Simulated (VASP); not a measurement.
Here is a VASP 6.6.1 calculation.

INCAR

```
SYSTEM = ZnS
PREC = Accurate
ENCUT = 520
EDIFF = 1E-7
ISMEAR = -1
SIGMA = 0.02
LREAL = .False.
LASPH = .True.
NELM = 60
ALGO = Normal
ISIF = 2
LWAVE = .False.
LCHARG = .True.
GGA = PE
LELF = .True.
LVHAR = .True.
NBANDS = 26
```

The input KPOINTS:

```
regular mesh
0
Gamma
  12 12 4
  0 0 0
```

POSCAR

```
ZnS
1.0
    3.7673963481      0.0000000000      0.0000000000
   -1.8836981740      3.2626609436      0.0000000000
    0.0000000000      0.0000000000      6.1815531800
Zn S
2 2
Direct
    0.3333333333      0.6666666667      0.0004676507
    0.6666666667      0.3333333333      0.5004676507
    0.3333333333      0.6666666667      0.3745323493
    0.6666666667      0.3333333333      0.8745323493
```

Potentials or basis: VASP PAW PBE potentials, release 64 (Zn, S).

Run with:

```console
$ cat potpaw_PBE.64/Zn/POTCAR potpaw_PBE.64/S/POTCAR > POTCAR
$ mpirun -np 1 vasp_std > vasp.out
```

(1) Predict the band gap on the k mesh.

(2) Estimate the pressure.

Answers

(1) 2.36 eV.

(2) 5.0 GPa.

Caveat: the cell differs from its parent crystal (strain -1.0%); the cell stands under pressure.
